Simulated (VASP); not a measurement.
# Hg6H in VASP: further runs

Runs on Hg6H. Level: PBE. Tasks: single point.

Program: VASP 6.6.1. These are calculated values, not measurements. Logs are shortened: lines on timing, memory, paths and dates and some standing lists are left out, and cuts for length are marked.

### 1 The cell of the first run

It takes space group Cmmm (No. 65, orthorhombic). Conventional cell: a = 5.731 Å, b = 9.379 Å, c = 6.359 Å, α = 90.00°, β = 90.00°, γ = 90.00°. Hg (site symmetry m) has 1 H at 2.31 Å and 7 Hg at 3.10 to 3.45 Å within 3.5 Å. Hg (site symmetry mmm) has 2 H at 2.87 Å and 14 Hg at 3.18 to 3.68 Å within 3.8 Å. Within 4.3 Å of Hg (site symmetry mmm) lie 14 Hg at 3.18 to 3.65 Å and 4 H at 4.28 Å. Within 3.1 Å of H (site symmetry mmm) lie 6 Hg at 2.31 to 2.87 Å.

### 2 Single point, PBE

File INCAR:

```
  PREC = Accurate
  ENCUT = 520
  EDIFF = 1E-6
  ISMEAR = 0
  SIGMA = 0.1
  LREAL = False
  LASPH = True
  NELM = 80
  ALGO = Normal
  ISIF = 2
  LWAVE = False
  LCHARG = False
  GGA = PE
  NBANDS = 46
```

File KPOINTS:

```
Automatic mesh
0
Gamma
  6 6 6
```

File POSCAR:

```
Hg6H
1.0
    5.4941358382     -0.1366332343      0.0000000000
   -2.8653957710      4.9630110592      0.0000000000
    0.0000000000      0.0000000000      6.3589614678
Hg H
6 1
Direct
    0.3505148831      0.6752574416      0.2561950935
    0.3505148831      0.6752574416      0.7438049065
    0.0000000000      0.0000000000      0.0000000000
    0.0000000000      0.0000000000      0.5000000000
    0.6494851169      0.3247425584      0.2561950935
    0.6494851169      0.3247425584      0.7438049065
    1.0000000000      0.5000000000      0.0000000000
```

Potentials or basis: VASP PAW PBE potentials, release 64 (Hg, H).

Started as:

```console
$ cat potpaw_PBE.64/Hg/POTCAR potpaw_PBE.64/H/POTCAR > POTCAR
$ mpirun -np 1 vasp_std > vasp.out
```

OUTCAR:

```text
PREC = Accurate
   ENCUT = 520
   EDIFF = 1E-6
   ISMEAR = 0
   LREAL = False
   LASPH = True
   NELM = 80
   ISIF = 2
   GGA = PE

 ion  position               nearest neighbor table
   1  0.351  0.675  0.256-   7 2.31   2 3.10   5 3.19   5 3.19   2 3.26   5 3.29   4 3.42   3 3.45
                             4 3.65   4 3.65   3 3.68   3 3.68
   2  0.351  0.675  0.744-   7 2.31   1 3.10   6 3.19   6 3.19   1 3.26   6 3.29   4 3.42   3 3.45
                             4 3.65   4 3.65   3 3.68   3 3.68
   3  0.000  0.000  0.000-   4 3.18   4 3.18   5 3.45   6 3.45   1 3.45   2 3.45   6 3.68   2 3.68
                             1 3.68   5 3.68   5 3.68   6 3.68   1 3.68   2 3.68
   4  0.000  0.000  0.500-   3 3.18   3 3.18   5 3.42   6 3.42   1 3.42   2 3.42   6 3.65   2 3.65
                             1 3.65   5 3.65   5 3.65   6 3.65   1 3.65   2 3.65
   5  0.649  0.325  0.256-   7 2.31   6 3.10   1 3.19   1 3.19   6 3.26   1 3.29   4 3.42   3 3.45
                             4 3.65   4 3.65   3 3.68   3 3.68
   6  0.649  0.325  0.744-   7 2.31   5 3.10   2 3.19   2 3.19   5 3.26   2 3.29   4 3.42   3 3.45
                             4 3.65   4 3.65   3 3.68   3 3.68
   7  0.000  0.500  0.000-   1 2.31   2 2.31   5 2.31   6 2.31

  LATTYP: Found a base centered orthorhombic cell.
 ALAT       =     5.7307915420
 B/A-ratio  =     1.6366830153
 C/A-ratio  =     1.1096131173

  Lattice vectors:

 A1 = (   2.6287400672,   4.8263778249,   0.0000000000)
 A2 = (  -5.4941358382,   0.1366332343,   0.0000000000)
 A3 = (   0.0000000000,   0.0000000000,   6.3589614678)

Analysis of symmetry for initial positions (statically):
=====================================================================
 Subroutine PRICEL returns:
 Original cell was already a primitive cell.

 Routine SETGRP: Setting up the symmetry group for a
 base centered orthorhombic supercell.

 Subroutine GETGRP returns: Found  8 space group operations
 (whereof  8 operations were pure point group operations)
 out of a pool of  8 trial point group operations.

The static configuration has the point symmetry D_2h.

Analysis of symmetry for dynamics (positions and initial velocities):
=====================================================================
 Subroutine PRICEL returns:
 Original cell was already a primitive cell.

 Routine SETGRP: Setting up the symmetry group for a
 base centered orthorhombic supercell.

 Subroutine GETGRP returns: Found  8 space group operations
 (whereof  8 operations were pure point group operations)
 out of a pool of  8 trial point group operations.

The dynamic configuration has the point symmetry D_2h.

 Subroutine INISYM returns: Found  8 space group operations
 (whereof  8 operations are pure point group operations),
 and found     1 'primitive' translations

----------------------------------------------------------------------------------------

                                     Primitive cell

  volume of cell :     170.9031

  direct lattice vectors                    reciprocal lattice vectors
     5.494135838 -0.136633234  0.000000000     0.184663661  0.106615614  0.000000000
    -2.865395771  4.963011059  0.000000000     0.005083848  0.204425746  0.000000000
     0.000000000  0.000000000  6.358961468     0.000000000  0.000000000  0.157258383

  length of vectors
     5.495834536  5.730791542  6.358961468     0.213231228  0.204488951  0.157258383

  position of ions in fractional coordinates (direct lattice)
     0.350514883  0.675257442  0.256195093
     0.350514883  0.675257442  0.743804907
     0.000000000  0.000000000  0.000000000
     0.000000000  0.000000000  0.500000000
     0.649485117  0.324742558  0.256195093
     0.649485117  0.324742558  0.743804907
     0.000000000  0.500000000  0.000000000

  ion indices of the primitive-cell ions
   primitive index   ion index
                 1           1
                 2           2
                 3           3
                 4           4
                 5           5
                 6           6
                 7           7

----------------------------------------------------------------------------------------

 KPOINTS: Automatic mesh

Automatic generation of k-mesh.
 Grid dimensions read from file:
 generate k-points for:    6    6    6

 Generating k-lattice:

  Cartesian coordinates                     Fractional coordinates (reciprocal lattice)
     0.030777277  0.017769269  0.000000000     0.166666667  0.000000000  0.000000000
     0.000847308  0.034070958  0.000000000     0.000000000  0.166666667  0.000000000
     0.000000000  0.000000000  0.026209731     0.000000000  0.000000000  0.166666667

  Length of vectors
     0.035538538  0.034081492  0.026209731

  Shift w.r.t. Gamma in fractional coordinates (k-lattice)
     0.000000000  0.000000000  0.000000000

 Subroutine IBZKPT returns following result:
 ===========================================

 Found     52 irreducible k-points:

 Following reciprocal coordinates:
            Coordinates               Weight
  0.000000  0.000000  0.000000      1.000000
  0.166667  0.000000  0.000000      2.000000
  0.333333  0.000000  0.000000      2.000000
  0.500000  0.000000  0.000000      1.000000
 -0.000000  0.166667  0.000000      4.000000
  0.166667  0.166667  0.000000      4.000000
[... 16 lines left out ...]
  0.333333  0.333333  0.166667      4.000000
 -0.166667  0.333333  0.166667      4.000000
 [... further k-points ...]
   k-points           NKPTS =     52   k-points in BZ     NKDIM =     52   number of bands    NBANDS=     46
   number of dos      NEDOS =    301   number of ions     NIONS =      7
   total plane-waves  NPLWV =  96768
   dimension x,y,z NGX =    42 NGY =   48 NGZ =   48
   dimension x,y,z NGXF=    84 NGYF=   96 NGZF=   96
   ions per type =               6   1
   NGX,Y,Z   is equivalent  to a cutoff of  12.70, 13.92, 12.55 a.u.
   NGXF,Y,Z  is equivalent  to a cutoff of  25.41, 27.85, 25.10 a.u.
 SYSTEM =  unknown system
   PREC   = accura    normal or accurate (medium, high low for compatibility)
   ISTART =      0    job   : 0-new  1-cont  2-samecut
   ICHARG =      2    charge: 1-file 2-atom 10-const
   ISPIN  =      1    spin polarized calculation?
   LNONCOLLINEAR =      F non collinear calculations
   LSORBIT =      F    spin-orbit coupling
   LASPH  =      T    aspherical Exc in radial PAW
   ENCUT  =  520.0 eV  38.22 Ry    6.18 a.u.  10.22 10.66 11.82*2*pi/ulx,y,z
   NELM   =     80;   NELMIN=  2; NELMDL= -5     # of ELM steps
   EDIFF  = 0.1E-05   stopping-criterion for ELM
   LREAL  =      F    real-space projection
   EDIFFG = 0.1E-04   stopping-criterion for IOM
   NSW    =      0    number of steps for IOM
   IBRION =     -1    ionic relax: 0-MD 1-quasi-New 2-CG
   NFREE  =      0    steps in history (QN), initial steepest desc. (CG)
   ISIF   =      2    stress and relaxation
   ISYM   =      2    0-nonsym 1-usesym 2-fastsym
   POTIM  = 0.5000    time-step for ionic-motion
   TEBEG  =    0.0;   TEEND  =   0.0 temperature during run
   PSTRESS=    0.0 pullay stress
   NELECT =      73.0000    total number of electrons
   NUPDOWN=      -1.0000    fix difference up-down
   EMIN   =  10.00;   EMAX   =-10.00  energy-range for DOS
   EFERMI =   0.00;   METHOD = LEGACY
   ISMEAR =     0;   SIGMA  =   0.10  broadening in eV -4-tet -1-fermi 0-gaus
   EFERMI_NEDOS =   21; number of points for ismear=-14 and -15
   IALGO  =     38    algorithm
   IMIX   =      4    mixing-type and parameters
     AMIX     =   0.40;   BMIX     =  1.00
     AMIX_MAG =   1.60;   BMIX_MAG =  1.00
  volume/ion in A,a.u.               =      24.41       164.76
  Fermi-wavevector in a.u.,A,eV,Ry     =   1.232913  2.329868 20.681871  1.520075
  Thomas-Fermi vector in A             =   2.367664
   LORBIT       =      0    0 simple, 1 ext, 2 COOP (PROOUT), +10 PAW based schemes
   GGA     = PE    functional components
   LHFCALC =     F    Hartree Fock is set to
   AEXX    =    0.0000 exact exchange contribution
   IVDW    =     0    specifies the selected vdW correction
   LEPSILON=     F    determine dielectric tensor
   LRPA    =     F    only Hartree local field effects (RPA)
 non-spin polarized calculation
 Gauss-broadening in eV      SIGMA  =   0.10
  energy-cutoff  :      520.00
  volume of cell :      170.90
 maximum number of plane-waves:      4640
 NGX is ok and might be reduce to    42
   NGX = 21   NGY = 21   NGZ = 23

 number of electron      72.9999999 magnetization

 Free energy of the ion-electron system (eV)
  ---------------------------------------------------
  ext. energy  EPLUGINS =         0.00000000
  ---------------------------------------------------
  free energy    TOTEN  =        -3.05742227 eV

  energy without entropy =       -3.04727748  energy(sigma->0) =       -3.05234988

 E-fermi :   1.4565     XC(G=0):  -9.9593

 val. band max:        1.4454933681   @ k =  -0.1667   0.3333   0.0000
 cond. band min:       1.4716702331   @ k =   0.3333   0.0000   0.3333
 fundamental gap:      0.0261768650
 Fermi energy:         1.4564638196

 k-point     1 :       0.0000    0.0000    0.0000
  band No.  band energies     occupation
      1      -6.7036      2.00000
      2      -5.8807      2.00000
      3      -5.7229      2.00000
      4      -5.5999      2.00000
      5      -5.5603      2.00000
      6      -5.3714      2.00000
[... 38 lines left out ...]
     45       5.8451      0.00000
     46       6.4710      0.00000

 k-point     2 :       0.1667    0.0000    0.0000
  band No.  band energies     occupation
      1      -6.5480      2.00000
      2      -5.8217      2.00000
      3      -5.6966      2.00000
      4      -5.5808      2.00000
      5      -5.5778      2.00000
      6      -5.5298      2.00000
[... 38 lines left out ...]
     45       6.3868      0.00000
     46       6.4105      0.00000

 k-point     3 :       0.3333    0.0000    0.0000
  band No.  band energies     occupation
      1      -6.3104      2.00000
      2      -5.7543      2.00000
      3      -5.6487      2.00000
      4      -5.5885      2.00000
      5      -5.5469      2.00000
      6      -5.5383      2.00000
[... 1018 lines left out ...]
     45       7.8982      0.00000
     46       8.1497      0.00000

 k-point    24 :      -0.1667    0.3333    0.1667
  band No.  band energies     occupation
      1      -6.3055      2.00000
      2      -5.6744      2.00000
      3      -5.5859      2.00000
      4      -5.5224      2.00000
      5      -5.5222      2.00000
      6      -5.4750      2.00000
[... 38 lines left out ...]
     45       6.5287      0.00000
     46       8.0441      0.00000

 [... further k-points ...]

------------------------ aborting loop because EDIFF is reached ----------------------------------------

  FORCE on cell =-STRESS in cart. coord.  units (eV):
  Direction    XX          YY          ZZ          XY          YZ          ZX
  --------------------------------------------------------------------------------------
  -------------------------------------------------------------------------------------
  Total        0.0264575      0.0405413      0.1307150     -0.0121969      0.0000000      0.0000000
  in kB        0.2480334      0.3800649      1.2254233     -0.1143427      0.0000000      0.0000000
  external PRESSURE =       0.6178405 kB  Pullay stress =       0.0000000 kB

 VOLUME and BASIS-vectors are now :
 -----------------------------------------------------------------------------
  energy-cutoff  :      520.00
  volume of cell :      170.90
      direct lattice vectors                 reciprocal lattice vectors
     5.494135838 -0.136633234  0.000000000     0.184663661  0.106615614  0.000000000
    -2.865395771  4.963011059  0.000000000     0.005083848  0.204425746  0.000000000
     0.000000000  0.000000000  6.358961468     0.000000000  0.000000000  0.157258383

 POSITION                                       TOTAL-FORCE (eV/Angst)
 -----------------------------------------------------------------------------------
     -0.00910      3.30342      1.62913        -0.009028     -0.005212     -0.003011
     -0.00910      3.30342      4.72983        -0.009028     -0.005212      0.003011
      0.00000      0.00000      0.00000        -0.000000     -0.000000      0.000000
      0.00000      0.00000      3.17948        -0.000000     -0.000000      0.000000
      2.63784      1.52296      1.62913         0.009028      0.005212     -0.003011
      2.63784      1.52296      4.72983         0.009028      0.005212      0.003011
     -1.43270      2.48151      0.00000         0.000000     -0.000000      0.000000
 -----------------------------------------------------------------------------------
    total drift:                                0.000000     -0.000000      0.000000

  FREE ENERGIE OF THE ION-ELECTRON SYSTEM (eV)
  ---------------------------------------------------
  free  energy   TOTEN  =        -3.0574222743 eV

  energy  without entropy=       -3.0472774778  energy(sigma->0) =       -3.05234988
```

Wall time 8 min (1 thread of Intel Xeon 6975P-C (Granite Rapids), shared host); peak memory 0.47 GiB.

What came out:

| Property | Result |
| --- | --- |
| Free energy | -3.0574 eV |
| Pressure | 0.1 GPa |
| Largest force | 0.011 eV/Å |
| Band gap on the k mesh | zero (an odd number of electrons rules out a gap without spin polarisation) |

Forces in eV/Å, atoms in the order of the input:
```
Hg  -0.009 -0.005 -0.003
Hg  -0.009 -0.005  0.003
Hg   0.000  0.000  0.000
Hg   0.000  0.000  0.000
Hg   0.009  0.005 -0.003
Hg   0.009  0.005  0.003
H    0.000  0.000  0.000
```

Levels at points of the mesh, in eV from the Fermi level:
| k point | band 34 | band 35 | band 36 | band 37 | band 38 | band 39 |
| --- | --- | --- | --- | --- | --- | --- |
| (0.00, 0.00, 0.00) | -1.78 | -1.41 | 0.07 | 1.50 | 1.74 | 1.83 |
| (0.50, 0.00, 0.00) | -1.51 | -1.28 | -1.01 | -1.00 | -0.19 | 0.19 |
| (0.00, 0.50, 0.00) | -1.83 | -1.65 | -1.54 | -0.99 | -0.40 | 2.18 |
| (0.00, 0.00, 0.50) | -1.07 | -0.71 | -0.67 | -0.04 | 2.43 | 2.57 |
| (0.50, 0.00, 0.50) | -4.14 | -2.26 | -1.80 | 0.45 | 0.49 | 2.20 |
| (0.00, 0.50, 0.50) | -4.39 | -1.28 | -1.25 | -0.56 | 0.69 | 3.16 |

Caveat: spin-orbit coupling is left out, which moves the levels of the heavy elements.

### 3 Single point, PBE

This run uses another cell than the first one, of 26.32 Å³/atom.

File INCAR:

```
PREC = Accurate ; ENCUT = 520
EDIFF = 1E-6 ; ISMEAR = 0
SIGMA = 0.1 ; LREAL = F
LASPH = T ; NELM = 100
ALGO = Normal ; ISIF = 2
LWAVE = F ; LCHARG = F
GGA = PE ; NBANDS = 46
```

File KPOINTS:

```
regular mesh
0
Gamma
  6 6 6
```

File POSCAR:

```
Hg6H
1.0
    5.9765683842     -0.4652042848      0.0000000000
   -3.3911629206      4.9432579058      0.0000000000
    0.0000000000      0.0000000000      6.5871223300
Hg H
6 1
Direct
    0.3572851728      0.7145122628      0.2500000000
    0.3768587419      0.6947164766      0.7500000000
    0.0356841010      0.0356841010     -0.0039385539
    0.0356841010      0.0356841010      0.5039385539
    0.7145122628      0.3572851728      0.2500000000
    0.6947164766      0.3768587419      0.7500000000
    0.5352591438      0.5352591438      0.2500000000
```

Potentials or basis: VASP PAW PBE potentials, release 64 (Hg, H).

Started as:

```console
$ cat potpaw_PBE.64/Hg/POTCAR potpaw_PBE.64/H/POTCAR > POTCAR
$ mpirun -np 1 vasp_std > vasp.out
```

OUTCAR:

```text
PREC = Accurate
   ENCUT = 520
   EDIFF = 1E-6
   ISMEAR = 0
   LREAL = F
   LASPH = T
   NELM = 100
   ISIF = 2
   GGA = PE

 ion  position               nearest neighbor table
   1  0.357  0.715  0.250-   7 1.93   5 3.01   5 3.01   2 3.30   2 3.30   4 3.63   3 3.63   4 3.64
                             3 3.64   4 3.86   3 3.86   5 3.86
   2  0.377  0.695  0.750-   6 3.25   6 3.25   1 3.30   1 3.30   6 3.44   4 3.50   3 3.50   4 3.50
                             3 3.50
   3  0.036  0.036  0.996-   4 3.24   4 3.35   6 3.50   2 3.50   2 3.50   6 3.50   5 3.63   1 3.63
                             1 3.64   5 3.64   5 3.86   1 3.86
[... 1397 lines left out ...]
  Total        0.1096308      0.1119842      0.1267963      0.0020381     -0.0000000      0.0000000
  in kB        0.9534877      0.9739557      1.1027798      0.0177257     -0.0000000      0.0000000
  external PRESSURE =       1.0100744 kB  Pullay stress =       0.0000000 kB

 VOLUME and BASIS-vectors are now :
 -----------------------------------------------------------------------------
  energy-cutoff  :      520.00
  volume of cell :      184.22
      direct lattice vectors                 reciprocal lattice vectors
     5.976568384 -0.465204285  0.000000000     0.176758706  0.121259619  0.000000000
    -3.391162921  4.943257906  0.000000000     0.016634557  0.213707339  0.000000000
     0.000000000  0.000000000  6.587122330     0.000000000  0.000000000  0.151811360

 POSITION                                       TOTAL-FORCE (eV/Angst)
 -----------------------------------------------------------------------------------
     -0.28769      3.36581      1.64678        -0.006421      0.003230      0.000000
     -0.10357      3.25885      4.94034         0.000561     -0.000467      0.000000
      0.09226      0.15980      6.56118        -0.000005     -0.000008      0.003875
      0.09226      0.15980      3.31950        -0.000005     -0.000008     -0.003875
      3.05872      1.43376      1.64678         0.006008     -0.003945      0.000000
      2.87403      1.53972      4.94034        -0.000685      0.000252      0.000000
      1.38386      2.39692      1.64678         0.000546      0.000946      0.000000
 -----------------------------------------------------------------------------------
    total drift:                               -0.000014     -0.000024      0.000000

  FREE ENERGIE OF THE ION-ELECTRON SYSTEM (eV)
  ---------------------------------------------------
  free  energy   TOTEN  =        -3.5063806164 eV

  energy  without entropy=       -3.5014411402  energy(sigma->0) =       -3.50391088
```

stdout:

```text
POSCAR found type information on POSCAR HgH
 POSCAR found :  2 types and       7 ions
 scaLAPACK will be used
 LDA part: xc-table for (Slater+PW92), standard interpolation
 POSCAR, INCAR and KPOINTS ok, starting setup
 FFT: planning ... GRIDC
 FFT: planning ... GRID_SOFT
 FFT: planning ... GRID
 WAVECAR not read
 entering main loop
```

It took 8 min on 1 thread of Intel Xeon 6975P-C (Granite Rapids), shared host; peak memory 0.52 GiB.

Results:

```yaml
Free_energy: -3.5064 eV
Pressure: 0.1 GPa
Largest_force: 0.007 eV/Å
Band_gap_on_the_k_mesh: zero (an odd number of electrons rules out a gap without spin polarisation)
```

Forces on the atoms (eV/Å):
```
Hg  -0.006  0.003  0.000
Hg   0.001  0.000  0.000
Hg   0.000  0.000  0.004
Hg   0.000  0.000 -0.004
Hg   0.006 -0.004  0.000
Hg  -0.001  0.000  0.000
H    0.001  0.001  0.000
```

Caveat: spin-orbit coupling is left out, which moves the levels of the heavy elements.

The gap in the log of VASP goes by the Fermi energy; the results here count the filled bands.